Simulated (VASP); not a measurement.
Here is a VASP 6.6.1 calculation.

File INCAR:

```
SYSTEM = C
  PREC = Accurate
  ENCUT = 520
  EDIFF = 1E-6
  ISMEAR = 0
  SIGMA = 0.02
  LREAL = .FALSE.
  LASPH = .TRUE.
  NELM = 60
  ALGO = Normal
  ISIF = 2
  LWAVE = .FALSE.
  LCHARG = .FALSE.
  GGA = PE
  NBANDS = 26
```

File KPOINTS:

```
Automatic mesh
0
G
  12 12 4
  0 0 0
```

POSCAR

```
C
1.0
    2.5180184890      0.0000000000      0.0000000000
   -1.2590092445      2.1806679786      0.0000000000
    0.0000000000      0.0000000000      8.3045881697
C
8
Direct
    0.0000000000      0.0000000000      0.0929681645
    0.0000000000      0.0000000000      0.5929681645
    0.0000000000      0.0000000000      0.4070318355
    0.0000000000      0.0000000000      0.9070318355
    0.3333333333      0.6666666667      0.1555285626
    0.6666666667      0.3333333333      0.6555285626
    0.3333333333      0.6666666667      0.3444714374
    0.6666666667      0.3333333333      0.8444714374
```

Potentials or basis: VASP PAW PBE potentials, release 64 (C).

Run with:

```sh
$ cat potpaw_PBE.64/C/POTCAR > POTCAR
$ mpirun -np 1 vasp_std > vasp.out
```

(1) Predict the largest force.

(2) Predict the band gap on the k mesh.

(3) Estimate the pressure.

Results:

(1) 0.004 eV/Å.

(2) 4.53 eV, indirect (least direct gap 5.29 eV).

(3) 0.7 GPa.
